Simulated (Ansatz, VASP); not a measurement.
**Two plane-wave programs on InP**

```xyz
2
Lattice="0.0000 2.7972 2.7972 2.7972 0.0000 2.7972 2.7972 2.7972 0.0000" Properties=species:S:1:pos:R:3 pbc="T T T"
In    0.0000    0.0000    0.0000
P     2.7972    2.7972    2.7972
```

Change from the starting cell: volume scaled by 0.9405, PAW files.

Alike in both runs: task electric field gradients; functional PBE; k mesh 11 × 11 × 11; occupations fermi-dirac, width 0.03 eV; no spin polarisation.

|  | VASP | Ansatz |
| --- | --- | --- |
| version | VASP 6.6.1 | Ansatz 0.2.0 |
| potentials or method | VASP PAW PBE potentials, release 64 (In_d, P) | PAW with Ansatz's default frozen-core files, scalar-relativistic |
| plane-wave cutoff (eV) | 520 | 420 |
| valence electrons in the cell | 18 | 18 |

```tsv
	VASP	Ansatz	Ansatz less VASP
pressure (GPa)	-2.1	-2.1	+0.03
```

With one functional, cell and mesh, what is left measures potentials, basis and numerics.
